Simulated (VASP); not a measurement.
## MgBe2SO2: relaxation of cell and atoms with PBE

MgBe2SO2:

```
Mg Be S O
1.0
     3.35115    0.00000    0.00000
     0.00000    3.35115    0.00000
     0.00000    0.00000    8.81312
Mg Be S O
1 2 1 2
Cartesian
  0.0000 0.0000 0.0000
  1.6756 1.6756 0.0000
  0.0000 0.0000 4.4066
  1.6756 1.6756 4.4066
  1.6756 0.0000 8.1132
  0.0000 1.6756 0.6999
```

The cell was built from a structure type or drawn by symmetry, and may not be a known phase.

```yaml
Program: VASP 6.6.1
Task: relaxation of cell and atoms
Functional: PBE
Potentials_or_basis: VASP PAW PBE potentials, release 64 (Mg, Be, S, O)
Cutoff: 600 eV
k_mesh: 10 × 10 × 4
Occupations: gaussian, width 0.01 eV
Spin: no spin polarisation
Dipole_correction: no
Further_INCAR_settings: ALGO = Normal; EDIFF = 1e-06; IBRION = 2; EDIFFG = -0.01; NSW = 100; ISIF = 3
```

```
Relaxed volume                        : 17.58 Å³/atom
Relaxed cell                          : a = 3.348 Å, b = 3.348 Å, c = 9.410 Å, α = 90.00°, β = 90.00°, γ = 90.00°
Space group after relaxing (to 0.1 Å) : P-4m2 (No. 115)
Energy gained by relaxing             : 0.6 meV/atom
Ionic steps                           : 24
Pressure after relaxing               : 0.0 GPa
Largest force after relaxing          : 0.008 eV/Å
Band gap on the k mesh                : 0.28 eV (least direct gap 0.60 eV)
```

Forces in eV/Å, atoms in the order of the input:
```
Mg   0.000  0.000  0.000
Be   0.000  0.000  0.000
Be   0.000  0.000  0.000
S    0.000  0.000  0.000
O    0.000  0.000  0.008
O    0.000  0.000 -0.008
```

The path:
```tsv
step	energy change (eV)	largest force (eV/Å)	pressure (GPa)	volume (Å³)
1	0.0000	0.0301	0.13	98.97
2	-0.0002	0.0012	-0.02	99.17
3	-0.0003	0.0327	-0.15	99.35
4	-0.0003	0.0214	-0.11	99.29
5	-0.0004	0.0247	-0.08	99.32
6	-0.0008	0.0329	0.04	99.42
7	-0.0005	0.0500	0.24	99.61
8	-0.0008	0.0380	0.08	99.48
9	-0.0010	0.0351	0.10	99.60
10	-0.0012	0.0299	0.11	99.79
11	-0.0016	0.0196	0.13	100.18
12	-0.0023	0.0045	0.18	100.96
13	-0.0030	0.0514	0.28	102.52
14	-0.0031	0.0443	0.24	102.69
15	-0.0035	0.0224	0.08	103.23
16	-0.0034	0.0201	-0.24	104.30
17	-0.0035	0.0027	-0.09	103.75
18	-0.0035	0.0056	-0.06	103.67
19	-0.0036	0.0040	-0.07	103.75
20	-0.0036	0.0008	-0.06	103.99
21	-0.0038	0.0091	-0.07	104.47
22	-0.0038	0.0244	-0.09	105.43
23	-0.0038	0.0111	0.14	105.53
24	-0.0039	0.0084	0.01	105.48
```

Final structure:
```
Mg Be S O
1.0
     3.34793    0.00000    0.00000
     0.00000    3.34793    0.00000
     0.00000    0.00000    9.41019
Mg Be S O
1 2 1 2
Direct
  0.00000 0.00000 0.00000
  0.50000 0.50000 0.00000
  0.00000 0.00000 0.50000
  0.50000 0.50000 0.50000
  0.50000 0.00000 0.92487
  0.00000 0.50000 0.07513
```

Levels at points of the mesh, in eV from the valence-band top:
| k point | band 9 | band 10 | band 11 | band 12 | band 13 | band 14 | band 15 | band 16 |
| --- | --- | --- | --- | --- | --- | --- | --- | --- |
| (0.00, 0.00, 0.00) | -2.70 | -2.46 | -1.40 | -1.40 | 2.04 | 3.13 | 4.80 | 5.90 |
| (0.50, 0.00, 0.00) | -2.55 | -2.35 | -1.10 | 0.00 | 2.52 | 4.39 | 4.66 | 5.45 |
| (0.50, 0.50, 0.00) | -3.24 | -3.24 | -3.03 | -0.32 | 0.28 | 4.56 | 6.12 | 6.12 |
| (0.00, 0.00, 0.50) | -2.70 | -2.52 | -1.40 | -1.40 | 2.28 | 3.05 | 4.65 | 5.97 |
| (0.50, 0.00, 0.50) | -2.56 | -2.36 | -1.09 | 0.00 | 2.51 | 4.38 | 4.66 | 5.33 |
| (0.50, 0.50, 0.50) | -3.24 | -3.24 | -3.03 | -0.32 | 0.28 | 4.56 | 5.97 | 5.97 |

Run time: 27 min on 1 thread of Intel(R) Xeon(R) Platinum 8488C (Sapphire Rapids) (shared host), peak memory 0.34 GiB.

A k mesh can miss the band edges.
